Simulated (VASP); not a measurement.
# MgS (P6_3mc) in VASP: notebook, part 2 of 2

VASP 6.6.1. The steps go on from the part before.

### 3 Single point, PBE

The COD entry that gives the cell may itself be a prediction, so a difference from it is no test against experiment.

This run uses another cell than the first one, of 23.12 Å³/atom, 1.031 times its volume.

File INCAR:

```
SYSTEM = MgS
PREC = Accurate ; ENCUT = 520
EDIFF = 1E-6 ; ISMEAR = 0
SIGMA = 0.1 ; LREAL = .FALSE.
LASPH = .TRUE. ; NELM = 60
ALGO = Normal ; ISIF = 2
LWAVE = .FALSE. ; LCHARG = .TRUE.
GGA = PE ; LELF = .TRUE.
LVHAR = .TRUE. ; NBANDS = 26
```

File KPOINTS:

```
regular mesh
0
G
  6 6 2
  0 0 0
```

File POSCAR:

```
MgS
1.0
    4.0405200759      0.0000000030      0.0000000000
   -2.0202600406      3.4991930287      0.0000000000
    0.0000000000      0.0000000000     13.0800279451
Mg S
4 4
Direct
    0.0000000000      0.0000000000      0.0948572732
    0.0000000000      0.0000000000      0.5948572732
    0.3333333333      0.6666666667      0.3439525086
    0.6666666667      0.3333333333      0.8439525086
    0.0000000000      0.0000000000      0.4057262008
    0.0000000000      0.0000000000      0.9057262008
    0.3333333333      0.6666666667      0.1554640174
    0.6666666667      0.3333333333      0.6554640174
```

Potentials or basis: VASP PAW PBE potentials, release 64 (Mg, S).

Launch:

```
$ cat potpaw_PBE.64/Mg/POTCAR potpaw_PBE.64/S/POTCAR > POTCAR
$ mpirun -np 1 vasp_std > vasp.out
```

OUTCAR:

```text
SYSTEM = MgS
   PREC = Accurate
   ENCUT = 520
   EDIFF = 1E-6
   ISMEAR = 0
   LREAL = .FALSE.
   LASPH = .TRUE.
   NELM = 60
   ISIF = 2
   GGA = PE

 ion  position               nearest neighbor table
   1  0.000  0.000  0.095-   7 2.46   7 2.46   7 2.46   6 2.47
   2  0.000  0.000  0.595-   8 2.46   8 2.46   8 2.46   5 2.47
   3  0.333  0.667  0.344-   7 2.47   5 2.47   5 2.47   5 2.47
   4  0.667  0.333  0.844-   8 2.47   6 2.47   6 2.47   6 2.47
   5  0.000  0.000  0.406-   3 2.47   3 2.47   3 2.47   2 2.47
   6  0.000  0.000  0.906-   4 2.47   4 2.47   4 2.47   1 2.47
   7  0.333  0.667  0.155-   1 2.46   1 2.46   1 2.46   3 2.47
   8  0.667  0.333  0.655-   2 2.46   2 2.46   2 2.46   4 2.47

  LATTYP: Found a hexagonal cell.
 ALAT       =     4.0405200759
 C/A-ratio  =     3.2372139476

  Lattice vectors:

 A1 = (   4.0405200759,   0.0000000030,   0.0000000000)
 A2 = (  -2.0202600406,   3.4991930287,   0.0000000000)
 A3 = (   0.0000000000,   0.0000000000,  13.0800279451)
[... 181 lines left out ...]
 cond. band min:       4.3574185530   @ k =   0.0000   0.0000   0.0000
 fundamental gap:      3.3668369095
 Fermi energy:         1.4226311756

 k-point     1 :       0.0000    0.0000    0.0000
  band No.  band energies     occupation
      1     -10.2638      2.00000
      2      -9.9589      2.00000
      3      -9.9500      2.00000
      4      -9.5932      2.00000
      5      -2.1048      2.00000
      6      -0.8608      2.00000
[... 395 lines left out ...]
     25       9.2317      0.00000
     26       9.2327      0.00000

------------------------ aborting loop because EDIFF is reached ----------------------------------------

  FORCE on cell =-STRESS in cart. coord.  units (eV):
  Direction    XX          YY          ZZ          XY          YZ          ZX
  --------------------------------------------------------------------------------------
  -------------------------------------------------------------------------------------
  Total       -0.1781793     -0.1781793     -0.1664915      0.0000000     -0.0000000     -0.0000000
  in kB       -1.5436687     -1.5436687     -1.4424103      0.0000000     -0.0000000     -0.0000000
  external PRESSURE =      -1.5099159 kB  Pullay stress =       0.0000000 kB

 VOLUME and BASIS-vectors are now :
 -----------------------------------------------------------------------------
  energy-cutoff  :      520.00
  volume of cell :      184.93
      direct lattice vectors                 reciprocal lattice vectors
     4.040520076  0.000000003  0.000000000     0.247492892  0.142890088  0.000000000
    -2.020260041  3.499193029  0.000000000    -0.000000000  0.285780176  0.000000000
     0.000000000  0.000000000 13.080027945     0.000000000  0.000000000  0.076452436

 POSITION                                       TOTAL-FORCE (eV/Angst)
 -----------------------------------------------------------------------------------
      0.00000      0.00000      1.24074        -0.000000      0.000000     -0.000472
      0.00000      0.00000      7.78075         0.000000     -0.000000     -0.000472
     -0.00000      2.33280      4.49891         0.000000     -0.000000      0.000094
      2.02026      1.16640     11.03892        -0.000000      0.000000      0.000094
      0.00000      0.00000      5.30691         0.000000      0.000000      0.000812
      0.00000      0.00000     11.84692         0.000000      0.000000      0.000812
     -0.00000      2.33280      2.03347         0.000000      0.000000     -0.000433
      2.02026      1.16640      8.57349        -0.000000     -0.000000     -0.000433
 -----------------------------------------------------------------------------------
    total drift:                                0.000000      0.000000     -0.000187

  FREE ENERGIE OF THE ION-ELECTRON SYSTEM (eV)
  ---------------------------------------------------
  free  energy   TOTEN  =       -33.9237444827 eV

  energy  without entropy=      -33.9237444827  energy(sigma->0) =      -33.92374448
```

stdout:

```text
POSCAR found type information on POSCAR MgS
 POSCAR found :  2 types and       8 ions
 scaLAPACK will be used
 LDA part: xc-table for (Slater+PW92), standard interpolation
 POSCAR, INCAR and KPOINTS ok, starting setup
 FFT: planning ... GRIDC
 FFT: planning ... GRID_SOFT
 FFT: planning ... GRID
 WAVECAR not read
 entering main loop
```

Run time: 56 s. Hardware: 1 thread of Intel Xeon Platinum 8488C (Sapphire Rapids), shared host; peak memory 0.29 GiB.

Results:

```yaml
Free_energy: -33.9237 eV
Pressure: -0.2 GPa
Band_gap_on_the_k_mesh: 3.37 eV, direct
```

### 4 Single point, PBE

This run uses another cell than the first one, of 23.12 Å³/atom, 1.031 times its volume.

File INCAR:

```
PREC = Accurate
ENCUT = 520
EDIFF = 1E-7
ISMEAR = 0
SIGMA = 0.02
LREAL = False
LASPH = True
NELM = 100
ALGO = Normal
ISIF = 2
LWAVE = False
LCHARG = False
GGA = PE
NBANDS = 26
```

File KPOINTS:

```
regular mesh
0
Gamma
  6 6 2
```

POSCAR: that of step 3 with these lines changed.

```diff
@@ -2,4 +2,4 @@
 1.0
-    4.0405200759      0.0000000030      0.0000000000
-   -2.0202600406      3.4991930287      0.0000000000
+    4.0405200759      0.0000000000      0.0000000000
+   -2.0202600379      3.4991930302      0.0000000000
     0.0000000000      0.0000000000     13.0800279451
```

Launch:

```
$ cat potpaw_PBE.64/Mg/POTCAR potpaw_PBE.64/S/POTCAR > POTCAR
$ mpirun -np 1 vasp_std > vasp.out
```

It took 62 s on 1 thread of Intel Xeon Platinum 8488C (Sapphire Rapids), shared host; peak memory 0.29 GiB.

Results (log left out):

```
Free energy            : -33.9237 eV
Pressure               : -0.2 GPa
Band gap on the k mesh : 3.37 eV, direct
```

Levels at points of the mesh, in eV from the valence-band top:
| k point | band 13 | band 14 | band 15 | band 16 | band 17 | band 18 | band 19 | band 20 |
| --- | --- | --- | --- | --- | --- | --- | --- | --- |
| (0.00, 0.00, 0.00) | -0.22 | -0.05 | -0.05 | 0.00 | 3.37 | 4.79 | 4.87 | 4.96 |
| (0.50, 0.00, 0.00) | -0.75 | -0.73 | -0.46 | -0.37 | 4.17 | 4.39 | 5.24 | 5.44 |
| (0.00, 0.00, 0.50) | -0.11 | -0.11 | -0.11 | -0.11 | 4.03 | 4.03 | 4.95 | 4.95 |
| (0.50, 0.00, 0.50) | -0.73 | -0.73 | -0.49 | -0.49 | 4.51 | 4.51 | 5.18 | 5.18 |

### 5 Single point, PBE

This run uses another cell than the first one, of 23.12 Å³/atom, 1.031 times its volume.

File INCAR:

```
SYSTEM = MgS
ALGO = Normal ; EDIFF = 1E-6
ENCUT = 520 ; GGA = PE
ISIF = 2 ; ISMEAR = 0
LASPH = .TRUE. ; LCHARG = .TRUE.
LELF = .TRUE. ; LREAL = .FALSE.
LVHAR = .TRUE. ; LWAVE = .FALSE.
NBANDS = 26 ; NELM = 100
PREC = Accurate ; SIGMA = 0.02
```

File KPOINTS:

```
k-points
0
G
  6 6 2
  0 0 0
```

POSCAR is that of step 4.

Potentials or basis: VASP PAW PBE potentials, release 64 (Mg, S).

Launch:

```
$ cat potpaw_PBE.64/Mg/POTCAR potpaw_PBE.64/S/POTCAR > POTCAR
$ mpirun -np 1 vasp_std > vasp.out
```

OUTCAR:

```text
SYSTEM = MgS
   EDIFF = 1E-6
   ENCUT = 520
   GGA = PE
   ISIF = 2
   ISMEAR = 0
   LASPH = .TRUE.
   LREAL = .FALSE.
   NELM = 100
   PREC = Accurate

 ion  position               nearest neighbor table
   1  0.000  0.000  0.095-   7 2.46   7 2.46   7 2.46   6 2.47
   2  0.000  0.000  0.595-   8 2.46   8 2.46   8 2.46   5 2.47
   3  0.333  0.667  0.344-   7 2.47   5 2.47   5 2.47   5 2.47
   4  0.667  0.333  0.844-   8 2.47   6 2.47   6 2.47   6 2.47
   5  0.000  0.000  0.406-   3 2.47   3 2.47   3 2.47   2 2.47
   6  0.000  0.000  0.906-   4 2.47   4 2.47   4 2.47   1 2.47
   7  0.333  0.667  0.155-   1 2.46   1 2.46   1 2.46   3 2.47
[... 608 lines left out ...]
  Total       -0.1781793     -0.1781793     -0.1664915     -0.0000000      0.0000000      0.0000000
  in kB       -1.5436687     -1.5436687     -1.4424104     -0.0000000      0.0000000      0.0000000
  external PRESSURE =      -1.5099159 kB  Pullay stress =       0.0000000 kB

 VOLUME and BASIS-vectors are now :
 -----------------------------------------------------------------------------
  energy-cutoff  :      520.00
  volume of cell :      184.93
      direct lattice vectors                 reciprocal lattice vectors
     4.040520076  0.000000000  0.000000000     0.247492892  0.142890088  0.000000000
    -2.020260038  3.499193030  0.000000000     0.000000000  0.285780176  0.000000000
     0.000000000  0.000000000 13.080027945     0.000000000  0.000000000  0.076452436

 POSITION                                       TOTAL-FORCE (eV/Angst)
 -----------------------------------------------------------------------------------
      0.00000      0.00000      1.24074         0.000000      0.000000     -0.000472
      0.00000      0.00000      7.78075        -0.000000     -0.000000     -0.000472
     -0.00000      2.33280      4.49891         0.000000     -0.000000      0.000094
      2.02026      1.16640     11.03892        -0.000000      0.000000      0.000094
      0.00000      0.00000      5.30691        -0.000000      0.000000      0.000812
      0.00000      0.00000     11.84692        -0.000000      0.000000      0.000812
     -0.00000      2.33280      2.03347        -0.000000      0.000000     -0.000433
      2.02026      1.16640      8.57349        -0.000000     -0.000000     -0.000433
 -----------------------------------------------------------------------------------
    total drift:                                0.000000      0.000000     -0.000187

  FREE ENERGIE OF THE ION-ELECTRON SYSTEM (eV)
  ---------------------------------------------------
  free  energy   TOTEN  =       -33.9237444828 eV

  energy  without entropy=      -33.9237444828  energy(sigma->0) =      -33.92374448
```

OSZICAR:

```text
N       E                     dE             d eps       ncg     rms          rms(c)
DAV:   1     0.134627481962E+03    0.13463E+03   -0.11973E+04   728   0.996E+02
DAV:   2    -0.219637463234E+02   -0.15659E+03   -0.14655E+03  1006   0.162E+02
DAV:   3    -0.357659260419E+02   -0.13802E+02   -0.13737E+02   950   0.512E+01
DAV:   4    -0.359871205537E+02   -0.22119E+00   -0.22106E+00   936   0.800E+00
DAV:   5    -0.359916565454E+02   -0.45360E-02   -0.45352E-02   988   0.118E+00    0.802E+00
DAV:   6    -0.340273331626E+02    0.19643E+01   -0.39136E+00   792   0.698E+00    0.634E+00
DAV:   7    -0.338896156015E+02    0.13772E+00   -0.72826E-01   910   0.309E+00    0.471E+00
DAV:   8    -0.339264316791E+02   -0.36816E-01   -0.68156E-02   846   0.156E+00    0.230E+00
DAV:   9    -0.339218591095E+02    0.45726E-02   -0.77854E-03   960   0.455E-01    0.418E-01
DAV:  10    -0.339236438348E+02   -0.17847E-02   -0.33216E-03   854   0.240E-01    0.914E-02
DAV:  11    -0.339237248088E+02   -0.80974E-04   -0.22723E-04   928   0.648E-02    0.527E-02
DAV:  12    -0.339237323682E+02   -0.75594E-05   -0.13313E-05   904   0.158E-02    0.110E-02
DAV:  13    -0.339237448344E+02   -0.12466E-04   -0.14516E-05   790   0.165E-02    0.925E-03
DAV:  14    -0.339237444828E+02    0.35162E-06   -0.14356E-06   840   0.493E-03
   1 F= -.33923744E+02 E0= -.33923744E+02  d E =-.120650E-11
```

It took 58 s on 1 thread of Intel Xeon Platinum 8488C (Sapphire Rapids), shared host; peak memory 0.29 GiB.

Results:

```
Free energy            : -33.9237 eV
Pressure               : -0.2 GPa
Band gap on the k mesh : 3.37 eV, direct
```

A hybrid or GW would open this gap; PBE tends to underestimate it.

### 6 Single point, PBE (volume scaled by 1.03, then relaxed in part)

File INCAR:

```
SYSTEM = MgS
PREC = Accurate
ENCUT = 520
EDIFF = 1E-7
ISMEAR = 0
SIGMA = 0.02
LREAL = .FALSE.
LASPH = .TRUE.
NELM = 60
ALGO = Normal
ISIF = 2
LWAVE = .FALSE.
LCHARG = .TRUE.
GGA = PE
LELF = .TRUE.
LVHAR = .TRUE.
NBANDS = 26
```

File KPOINTS:

```
Automatic mesh
0
G
  6 6 2
  0 0 0
```

POSCAR: that of step 5 with these lines changed.

```diff
@@ -2,5 +2,5 @@
 1.0
-    4.0405200759      0.0000000000      0.0000000000
-   -2.0202600379      3.4991930302      0.0000000000
-    0.0000000000      0.0000000000     13.0800279451
+    4.0805278270      0.0000000000      0.0000000000
+   -2.0402639135      3.5338407591      0.0000000000
+    0.0000000000      0.0000000000     13.2095415952
 Mg S
```

Potentials or basis: VASP PAW PBE potentials, release 64 (Mg, S).

Launch:

```
$ cat potpaw_PBE.64/Mg/POTCAR potpaw_PBE.64/S/POTCAR > POTCAR
$ mpirun -np 1 vasp_std > vasp.out
```

It took 77 s on 1 thread of Intel Xeon Platinum 8488C (Sapphire Rapids), shared host; peak memory 0.3 GiB.

The run converged. Its results:

* Free energy: -33.8919 eV
* Pressure: -1.7 GPa
* Largest force: 0.004 eV/Å
* Band gap on the k mesh: 3.22 eV, direct

Forces on the atoms (eV/Å):
```
Mg   0.000  0.000 -0.002
Mg   0.000  0.000 -0.002
Mg   0.000  0.000 -0.003
Mg   0.000  0.000 -0.003
S    0.000  0.000  0.001
S    0.000  0.000  0.001
S    0.000  0.000  0.004
S    0.000  0.000  0.004
```

Levels at points of the mesh, in eV from the valence-band top:
```csv
k point,band 12,band 13,band 14,band 15,band 16,band 17,band 18,band 19,band 20,band 21
"(0.00, 0.00, 0.00)",-0.22,-0.22,-0.05,-0.05,0.00,3.22,4.65,4.76,4.81,7.43
"(0.50, 0.00, 0.00)",-0.74,-0.72,-0.70,-0.45,-0.36,4.18,4.37,5.16,5.39,6.20
"(0.00, 0.00, 0.50)",-0.35,-0.10,-0.10,-0.10,-0.10,3.88,3.88,4.84,4.84,7.59
"(0.50, 0.00, 0.50)",-0.96,-0.70,-0.70,-0.48,-0.48,4.50,4.50,5.11,5.11,5.83
```

Caveat: the cell differs from its parent crystal (volume scaled by 1.03, then relaxed in part).

### 7 Summary

| cell | smearing | gap on the mesh (eV) | pressure (GPa) |
| --- | --- | --- | --- |
| a = 4.000, b = 4.000, c = 12.948 Å, angles 90.0, 90.0, 120.0°, 8 atoms | gaussian 0.02 eV | 3.52 | 1.6 |
| a = 4.041, b = 4.041, c = 13.080 Å, angles 90.0, 90.0, 120.0°, 8 atoms | gaussian 0.1 eV | 3.37 | -0.2 |
| a = 4.041, b = 4.041, c = 13.080 Å, angles 90.0, 90.0, 120.0°, 8 atoms | gaussian 0.02 eV | 3.37 | -0.2 |
| a = 4.081, b = 4.081, c = 13.210 Å, angles 90.0, 90.0, 120.0°, 8 atoms | gaussian 0.02 eV | 3.22 | -1.7 |

Alike in all rows: task single point; level PBE; potentials or basis VASP PAW PBE potentials, release 64 (Mg, S); no spin polarisation; k mesh 6 × 6 × 2; cutoff (eV) 520.

Absolute energies hang on the potentials; compare differences alone.
